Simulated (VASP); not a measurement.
Runs of VASP 6.6.1 on CaO. The structure is that of space group Fm-3m (No. 225), or close to it. The cells are those of the table. 

```csv
task,cell,cutoff (eV),gap on the mesh (eV),pressure (GPa)
single point,"a = 3.381 Å, angles 60.0°, 2 atoms",520,4.18,2.1
relaxation of cell and atoms,"relaxed to 10 GPa from a = 3.390 Å, angles 60.0°, 2 atoms",600,4.16,10.0
relaxation of cell and atoms,"relaxed to 2 GPa from a = 3.390 Å, angles 60.0°, 2 atoms",600,4.18,2.0
relaxation of cell and atoms,"relaxed to 15 GPa from a = 3.390 Å, angles 60.0°, 2 atoms",600,(a),15.0
relaxation of cell and atoms,"relaxed to 4 GPa from a = 3.390 Å, angles 60.0°, 2 atoms",600,4.18,4.0
single point,"a = 3.309 Å, angles 60.0°, 2 atoms",520,4.15,11.5
single point,"a = 3.372 Å, angles 60.0°, 2 atoms",520,4.18,3.1
single point,"a = 3.331 Å, angles 60.0°, 2 atoms",520,4.16,(b)
```

Alike in all rows: level r2SCAN; potentials or basis VASP PAW PBE potentials, release 64 (Ca_sv, O); no spin polarisation; k mesh 8 × 8 × 8; smearing gaussian 0.01 eV.

Problem. Fill in the values left out.

Solution. (a) 4.14; (b) 8.3.

Caveats: the PAW data sets were made with another functional, which shifts forces and pressure a little; the cell is relaxed towards a set pressure, so the enthalpy falls and the energy may rise (some runs).

A k mesh can miss the band edges.
